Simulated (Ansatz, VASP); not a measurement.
# Cs: VASP beside Ansatz

```
Cs
1.0
    -3.03557    3.03557    3.03557
     3.03557   -3.03557    3.03557
     3.03557    3.03557   -3.03557
Cs
1
Direct
  0.00000 0.00000 0.00000
```

Alike in both runs: task single point; functional PBE; k mesh 12 × 12 × 12; occupations fermi-dirac, width 0.1 eV; no spin polarisation.

|  | VASP | Ansatz |
| --- | --- | --- |
| version | VASP 6.6.1 | Ansatz 0.2.0 |
| potentials or method | VASP PAW PBE potentials, release 64 (Cs_sv), cutoff 520 eV | plane waves (420 eV) with PAW, scalar-relativistic |
| valence electrons in the cell | 9 | 9 |

```tsv
	VASP	Ansatz	Ansatz less VASP
pressure (GPa)	0.1	0.1	+0.01
```

Neither program's run includes spin-orbit coupling.
